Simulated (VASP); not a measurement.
# SnSe (Fm-3m) in VASP: notebook

The runs below take SnSe through single point, relaxation of cell and atoms, with PBE, BLYP, RPBE.

Program: VASP 6.6.1. These are calculated values, not measurements. Logs are shortened: lines on timing, memory, paths and dates and some standing lists are left out, and cuts for length are marked.

### Step 1. The cell of the first run

It takes space group Fm-3m (No. 225, cubic). The conventional cell has a = 6.020 Å, b = 6.020 Å, c = 6.020 Å, α = 90.00°, β = 90.00°, γ = 90.00°. Sn (site symmetry m-3m) has 6 Se at 3.01 Å within 4.0 Å. Within 4.0 Å of Se (site symmetry m-3m) lie 6 Sn at 3.01 Å.

### Step 2. Single point, PBE

File INCAR:

```
SYSTEM = SnSe
  PREC = Accurate
  ENCUT = 520
  EDIFF = 1E-6
  ISMEAR = 0
  SIGMA = 0.022
  LREAL = .FALSE.
  LASPH = .TRUE.
  NELM = 100
  ALGO = Normal
  ISIF = 2
  LWAVE = .FALSE.
  LCHARG = .FALSE.
  GGA = PE
  NBANDS = 17
```

File KPOINTS:

```
regular mesh
0
G
  8 8 8
  0 0 0
```

File POSCAR:

```
SnSe
1.0
    0.0000000000      3.0100000000      3.0100000000
    3.0100000000      0.0000000000      3.0100000000
    3.0100000000      3.0100000000      0.0000000000
Sn Se
1 1
Direct
    0.0000000000      0.0000000000      0.0000000000
    0.5000000000      0.5000000000      0.5000000000
```

Potentials or basis: VASP PAW PBE potentials, release 64 (Sn_d, Se).

Run with:

```
$ cat potpaw_PBE.64/Sn_d/POTCAR potpaw_PBE.64/Se/POTCAR > POTCAR
$ mpirun -np 1 vasp_std > vasp.out
```

OUTCAR:

```text
SYSTEM = SnSe
   PREC = Accurate
   ENCUT = 520
   EDIFF = 1E-6
   ISMEAR = 0
   LREAL = .FALSE.
   LASPH = .TRUE.
   NELM = 100
   ISIF = 2
   GGA = PE

 ion  position               nearest neighbor table
   1  0.000  0.000  0.000-   2 3.01   2 3.01   2 3.01   2 3.01   2 3.01   2 3.01
   2  0.500  0.500  0.500-   1 3.01   1 3.01   1 3.01   1 3.01   1 3.01   1 3.01

  LATTYP: Found a face centered cubic cell.
 ALAT       =     6.0200000000

  Lattice vectors:

 A1 = (   0.0000000000,   3.0100000000,   3.0100000000)
 A2 = (   3.0100000000,   0.0000000000,   3.0100000000)
 A3 = (   3.0100000000,   3.0100000000,   0.0000000000)

Analysis of symmetry for initial positions (statically):
=====================================================================
 Subroutine PRICEL returns:
 Original cell was already a primitive cell.

 Routine SETGRP: Setting up the symmetry group for a
 face centered cubic supercell.

 Subroutine GETGRP returns: Found 48 space group operations
[... 9 lines left out ...]

 Routine SETGRP: Setting up the symmetry group for a
 face centered cubic supercell.

 Subroutine GETGRP returns: Found 48 space group operations
[... 11 lines left out ...]
                                     Primitive cell

  volume of cell :      54.5418

  direct lattice vectors                    reciprocal lattice vectors
     0.000000000  3.010000000  3.010000000    -0.166112957  0.166112957  0.166112957
     3.010000000  0.000000000  3.010000000     0.166112957 -0.166112957  0.166112957
     3.010000000  3.010000000  0.000000000     0.166112957  0.166112957 -0.166112957

  length of vectors
     4.256782823  4.256782823  4.256782823     0.287716081  0.287716081  0.287716081

  position of ions in fractional coordinates (direct lattice)
     0.000000000  0.000000000  0.000000000
     0.500000000  0.500000000  0.500000000

  ion indices of the primitive-cell ions
   primitive index   ion index
                 1           1
                 2           2

----------------------------------------------------------------------------------------

 KPOINTS: regular mesh

Automatic generation of k-mesh.
 Grid dimensions read from file:
 generate k-points for:    8    8    8

 Generating k-lattice:

  Cartesian coordinates                     Fractional coordinates (reciprocal lattice)
    -0.020764120  0.020764120  0.020764120     0.125000000  0.000000000  0.000000000
     0.020764120 -0.020764120  0.020764120     0.000000000  0.125000000  0.000000000
     0.020764120  0.020764120 -0.020764120     0.000000000  0.000000000  0.125000000

  Length of vectors
     0.035964510  0.035964510  0.035964510

  Shift w.r.t. Gamma in fractional coordinates (k-lattice)
     0.000000000  0.000000000  0.000000000

 Subroutine IBZKPT returns following result:
 ===========================================

 Found     29 irreducible k-points:

 Following reciprocal coordinates:
            Coordinates               Weight
  0.000000  0.000000  0.000000      1.000000
  0.125000  0.000000  0.000000      8.000000
  0.250000  0.000000  0.000000      8.000000
  0.375000  0.000000  0.000000      8.000000
  0.500000  0.000000  0.000000      4.000000
  0.125000  0.125000  0.000000      6.000000
[... 16 lines left out ...]
  0.500000  0.250000  0.125000     48.000000
 -0.375000  0.250000  0.125000     24.000000
 [... further k-points ...]
   k-points           NKPTS =     29   k-points in BZ     NKDIM =     29   number of bands    NBANDS=     17
   number of dos      NEDOS =    301   number of ions     NIONS =      2
   total plane-waves  NPLWV =  32768
   dimension x,y,z NGX =    32 NGY =   32 NGZ =   32
   dimension x,y,z NGXF=    64 NGYF=   64 NGZF=   64
   ions per type =               1   1
   NGX,Y,Z   is equivalent  to a cutoff of  12.50, 12.50, 12.50 a.u.
   NGXF,Y,Z  is equivalent  to a cutoff of  24.99, 24.99, 24.99 a.u.
 SYSTEM =  SnSe
   PREC   = accura    normal or accurate (medium, high low for compatibility)
   ISTART =      0    job   : 0-new  1-cont  2-samecut
   ICHARG =      2    charge: 1-file 2-atom 10-const
   ISPIN  =      1    spin polarized calculation?
   LNONCOLLINEAR =      F non collinear calculations
   LSORBIT =      F    spin-orbit coupling
   LASPH  =      T    aspherical Exc in radial PAW
   ENCUT  =  520.0 eV  38.22 Ry    6.18 a.u.   7.91  7.91  7.91*2*pi/ulx,y,z
   NELM   =    100;   NELMIN=  2; NELMDL= -5     # of ELM steps
   EDIFF  = 0.1E-05   stopping-criterion for ELM
   LREAL  =      F    real-space projection
   EDIFFG = 0.1E-04   stopping-criterion for IOM
   NSW    =      0    number of steps for IOM
   IBRION =     -1    ionic relax: 0-MD 1-quasi-New 2-CG
   NFREE  =      0    steps in history (QN), initial steepest desc. (CG)
   ISIF   =      2    stress and relaxation
   ISYM   =      2    0-nonsym 1-usesym 2-fastsym
   POTIM  = 0.5000    time-step for ionic-motion
   TEBEG  =    0.0;   TEEND  =   0.0 temperature during run
   PSTRESS=    0.0 pullay stress
   NELECT =      20.0000    total number of electrons
   NUPDOWN=      -1.0000    fix difference up-down
   EMIN   =  10.00;   EMAX   =-10.00  energy-range for DOS
   EFERMI =   0.00;   METHOD = LEGACY
   ISMEAR =     0;   SIGMA  =   0.02  broadening in eV -4-tet -1-fermi 0-gaus
   EFERMI_NEDOS =   21; number of points for ismear=-14 and -15
   IALGO  =     38    algorithm
   IMIX   =      4    mixing-type and parameters
     AMIX     =   0.40;   BMIX     =  1.00
     AMIX_MAG =   1.60;   BMIX_MAG =  1.00
  volume/ion in A,a.u.               =      27.27       184.03
  Fermi-wavevector in a.u.,A,eV,Ry     =   1.171768  2.214321 18.681350  1.373040
  Thomas-Fermi vector in A             =   2.308207
   LORBIT       =      0    0 simple, 1 ext, 2 COOP (PROOUT), +10 PAW based schemes
   GGA     = PE    functional components
   LHFCALC =     F    Hartree Fock is set to
   AEXX    =    0.0000 exact exchange contribution
   IVDW    =     0    specifies the selected vdW correction
   LEPSILON=     F    determine dielectric tensor
   LRPA    =     F    only Hartree local field effects (RPA)
 non-spin polarized calculation
 Gauss-broadening in eV      SIGMA  =   0.02
  energy-cutoff  :      520.00
  volume of cell :       54.54
 maximum number of plane-waves:      1480
   NGX = 15   NGY = 15   NGZ = 15

 number of electron      20.0000005 magnetization

 Free energy of the ion-electron system (eV)
  ---------------------------------------------------
  ext. energy  EPLUGINS =         0.00000000
  ---------------------------------------------------
  free energy    TOTEN  =        -8.21894584 eV

  energy without entropy =       -8.21894584  energy(sigma->0) =       -8.21894584

 E-fermi :   5.7195     XC(G=0):  -9.5996

 val. band max:        5.5840840106   @ k =   0.5000   0.0000   0.0000
 cond. band min:       6.1660539038   @ k =   0.5000   0.0000   0.0000
 fundamental gap:      0.5819698932
 Fermi energy:         5.7194813626

 k-point     1 :       0.0000    0.0000    0.0000
  band No.  band energies     occupation
      1     -16.0186      2.00000
      2     -16.0186      2.00000
      3     -16.0186      2.00000
      4     -16.0164      2.00000
      5     -16.0164      2.00000
      6      -8.2797      2.00000
[... 9 lines left out ...]
     16      11.4535      0.00000
     17      13.7427      0.00000

 k-point     2 :       0.1250    0.0000    0.0000
  band No.  band energies     occupation
      1     -16.0183      2.00000
      2     -16.0183      2.00000
      3     -16.0182      2.00000
      4     -16.0159      2.00000
      5     -16.0159      2.00000
      6      -8.1706      2.00000
[... 9 lines left out ...]
     16      11.8227      0.00000
     17      14.7670      0.00000

 k-point     3 :       0.2500    0.0000    0.0000
  band No.  band energies     occupation
      1     -16.0209      2.00000
      2     -16.0209      2.00000
      3     -16.0173      2.00000
      4     -16.0117      2.00000
      5     -16.0117      2.00000
      6      -7.8769      2.00000
[... 9 lines left out ...]
     16      12.7814      0.00000
     17      16.9212      0.00000

 k-point     4 :       0.3750    0.0000    0.0000
  band No.  band energies     occupation
      1     -16.0236      2.00000
      2     -16.0236      2.00000
      3     -16.0165      2.00000
      4     -16.0072      2.00000
      5     -16.0072      2.00000
      6      -7.5223      2.00000
[... 9 lines left out ...]
     16      14.2552      0.00000
     17      17.0149      0.00000

 k-point     5 :       0.5000    0.0000    0.0000
  band No.  band energies     occupation
      1     -16.0248      2.00000
      2     -16.0248      2.00000
      3     -16.0161      2.00000
      4     -16.0053      2.00000
      5     -16.0053      2.00000
      6      -7.3485      2.00000
[... 9 lines left out ...]
     16      15.7924      0.00000
     17      15.7924      0.00000

 k-point     6 :       0.1250    0.1250    0.0000
  band No.  band energies     occupation
      1     -16.0195      2.00000
      2     -16.0193      2.00000
      3     -16.0161      2.00000
      4     -16.0161      2.00000
      5     -16.0153      2.00000
      6      -8.1342      2.00000
[... 9 lines left out ...]
     16      12.4880      0.00000
     17      13.9440      0.00000

 k-point     7 :       0.2500    0.1250    0.0000
  band No.  band energies     occupation
      1     -16.0228      2.00000
      2     -16.0193      2.00000
      3     -16.0171      2.00000
      4     -16.0131      2.00000
      5     -16.0110      2.00000
      6      -7.9015      2.00000
[... 9 lines left out ...]
     16      13.4534      0.00000
     17      15.2101      0.00000

 k-point     8 :       0.3750    0.1250    0.0000
  band No.  band energies     occupation
      1     -16.0259      2.00000
      2     -16.0198      2.00000
      3     -16.0172      2.00000
      4     -16.0099      2.00000
      5     -16.0065      2.00000
      6      -7.5616      2.00000
[... 9 lines left out ...]
     16      14.8495      0.00000
     17      16.9466      0.00000
[... 203 lines left out ...]
      1     -16.0412      2.00000
      2     -16.0231      2.00000
      3     -16.0107      2.00000
      4     -16.0030      2.00000
      5     -16.0022      2.00000
      6      -7.1184      2.00000
[... 9 lines left out ...]
     16      16.7851      0.00000
     17      17.1739      0.00000

 k-point    20 :      -0.3750    0.3750    0.0000
  band No.  band energies     occupation
      1     -16.0373      2.00000
      2     -16.0185      2.00000
      3     -16.0139      2.00000
      4     -16.0056      2.00000
      5     -16.0035      2.00000
      6      -7.0757      2.00000
[... 9 lines left out ...]
     16      15.5274      0.00000
     17      17.8387      0.00000

 k-point    21 :       0.5000    0.5000    0.0000
  band No.  band energies     occupation
      1     -16.0446      2.00000
      2     -16.0251      2.00000
      3     -16.0089      2.00000
      4     -16.0011      2.00000
      5     -16.0011      2.00000
      6      -7.0722      2.00000
[... 9 lines left out ...]
     16      17.2121      0.00000
     17      18.2041      0.00000

 k-point    22 :       0.3750    0.2500    0.1250
  band No.  band energies     occupation
      1     -16.0264      2.00000
      2     -16.0191      2.00000
      3     -16.0172      2.00000
      4     -16.0102      2.00000
      5     -16.0080      2.00000
      6      -7.6432      2.00000
[... 9 lines left out ...]
     16      15.0117      0.00000
     17      15.1746      0.00000

 k-point    23 :       0.5000    0.2500    0.1250
  band No.  band energies     occupation
      1     -16.0289      2.00000
      2     -16.0190      2.00000
      3     -16.0162      2.00000
      4     -16.0084      2.00000
      5     -16.0059      2.00000
      6      -7.3433      2.00000
[... 9 lines left out ...]
     16      15.2730      0.00000
     17      16.6693      0.00000

 k-point    24 :      -0.3750    0.2500    0.1250
  band No.  band energies     occupation
      1     -16.0299      2.00000
      2     -16.0200      2.00000
      3     -16.0134      2.00000
      4     -16.0097      2.00000
      5     -16.0046      2.00000
      6      -7.2023      2.00000
[... 9 lines left out ...]
     16      16.3816      0.00000
     17      16.4645      0.00000

 [... further k-points ...]
[... 5 lines left out ...]
  --------------------------------------------------------------------------------------
  -------------------------------------------------------------------------------------
  Total        0.3089667      0.3089667      0.3089667      0.0000000      0.0000000      0.0000000
  in kB        9.0759638      9.0759638      9.0759638      0.0000000      0.0000000      0.0000000
  external PRESSURE =       9.0759638 kB  Pullay stress =       0.0000000 kB

 VOLUME and BASIS-vectors are now :
 -----------------------------------------------------------------------------
  energy-cutoff  :      520.00
  volume of cell :       54.54
      direct lattice vectors                 reciprocal lattice vectors
     0.000000000  3.010000000  3.010000000    -0.166112957  0.166112957  0.166112957
     3.010000000  0.000000000  3.010000000     0.166112957 -0.166112957  0.166112957
     3.010000000  3.010000000  0.000000000     0.166112957  0.166112957 -0.166112957

 POSITION                                       TOTAL-FORCE (eV/Angst)
 -----------------------------------------------------------------------------------
      0.00000      0.00000      0.00000         0.000000     -0.000000      0.000000
      3.01000      3.01000      3.01000        -0.000000      0.000000     -0.000000
 -----------------------------------------------------------------------------------
    total drift:                                0.000000     -0.000000     -0.000000

  FREE ENERGIE OF THE ION-ELECTRON SYSTEM (eV)
  ---------------------------------------------------
  free  energy   TOTEN  =        -8.2189458417 eV

  energy  without entropy=       -8.2189458417  energy(sigma->0) =       -8.21894584
```

It took 14 s on 1 thread of AMD EPYC 9R45 (Zen 5), shared host; peak memory 0.16 GiB.

What came out:

* Free energy: -8.2189 eV
* Pressure: 0.9 GPa
* Band gap on the k mesh: 0.58 eV, direct

Levels at points of the mesh, in eV from the valence-band top:
| k point | band 8 | band 9 | band 10 | band 11 | band 12 | band 13 |
| --- | --- | --- | --- | --- | --- | --- |
| (0.00, 0.00, 0.00) | -2.19 | -2.19 | -2.19 | 4.32 | 4.32 | 4.32 |
| (0.50, 0.00, 0.00) | -1.94 | -1.94 | 0.00 | 0.58 | 1.25 | 1.25 |
| (0.50, 0.50, 0.00) | -5.46 | -3.63 | -3.63 | 3.03 | 5.35 | 5.35 |

Caveat: spin-orbit coupling is left out, which moves the levels of the heavy elements. A k mesh can miss the band edges.

[end of part 1 of 2]
